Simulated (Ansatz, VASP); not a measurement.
**Two plane-wave programs on Cd4SeS3**

```
CELL_PARAMETERS angstrom
6.00118 0.00155 -0.00103
0.00205 5.97387 0.00139
-0.00107 0.00146 6.01393
ATOMIC_POSITIONS crystal
Cd 0.24291 0.75760 0.24436
Cd 0.24487 0.24411 0.75609
Cd 0.75557 0.75450 0.75602
Cd 0.75645 0.24396 0.24344
Se 0.49971 0.49995 0.49890
S 0.50036 0.99964 0.00002
S 0.99944 0.00027 0.50102
S 0.00069 0.49998 0.00015
```

Change from the starting cell: cell x1, atoms moved at random (sigma 0.05 Å) and cell strained at random (1.5 %), then relaxed without symmetry.

Alike in both runs: functional PBE; k mesh 2 × 2 × 2; occupations gaussian, width 0.1 eV; no spin polarisation.

Ansatz relaxed the structure, and its values are those at the end. VASP's run is a single point on that final structure, the one shown.

|  | VASP | Ansatz |
| --- | --- | --- |
| version | VASP 6.6.1 | Ansatz 0.2.0 |
| potentials or method | VASP PAW PBE potentials, release 64 (Cd, Se, S), cutoff 520 eV | scalar-relativistic, plane waves, PAW |
| valence electrons in the cell | 72 | 114 |

Ansatz gave:

| Item | Value |
| --- | --- |
| gap on the k mesh at the Fermi level (eV) | 0.84 |
| least direct gap on the mesh (eV) | 0.84 |
| pressure (GPa) | 0.0 |
| rms of the force components (eV/Å) | 0.008 |

**Question.** What did VASP give for the same quantities?

**Answer.** gap on the k mesh at the Fermi level (eV): 0.84; least direct gap on the mesh (eV): 0.84; pressure (GPa): 0.3; rms of the force components (eV/Å): 0.008.

VASP's potentials hold 72 valence electrons a cell and Ansatz's 114, so a difference there can come from the potentials and not from the codes.

The k mesh is coarse, so the values compare programs but aren't converged.
